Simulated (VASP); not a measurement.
Here is a VASP 6.6.1 calculation.

INCAR

```
  PREC = Accurate
  ENCUT = 700
  EDIFF = 1E-6
  ISMEAR = 0
  SIGMA = 0.1
  LREAL = F
  LASPH = T
  NELM = 200
  ALGO = Normal
  ISIF = 2
  LWAVE = F
  LCHARG = F
  ISPIN = 2
  MAGMOM = 3 3
  LORBIT = 11
  LMAXMIX = 4
  GGA = PE
  NBANDS = 25
  GGA_COMPAT = F
```

Contents of KPOINTS:

```
regular mesh
0
Gamma
  9 9 5
```

Contents of POSCAR:

```
Cr
1.0
    2.7140000000      0.0000000000      0.0000000000
   -1.3570000000      2.3503929459      0.0000000000
    0.0000000000      0.0000000000      4.4100000000
Cr
2
Direct
    0.6666666667      0.3333333333      0.7500000000
    0.3333333333      0.6666666667      0.2500000000
```

Potentials or basis: VASP PAW PBE potentials, release 64 (Cr_sv).

Launch:

```bash
$ cat potpaw_PBE.64/Cr_sv/POTCAR > POTCAR
$ mpirun -np 1 vasp_std > vasp.out
```

Question: What does it give for the pressure?

Answer: -26.0 GPa.

Question: Estimate the net moment.

Answer: 1.72 μB per cell.

Question: What does it give for the site moments?

Answer: Cr +0.73 μB.

Stress tensor (GPa, compression positive):
```
-27.76   0.00   0.00
  0.00 -27.76   0.00
  0.00   0.00 -22.55
```

Caveat: the stress differs along the axes, from -28 to -23 GPa.
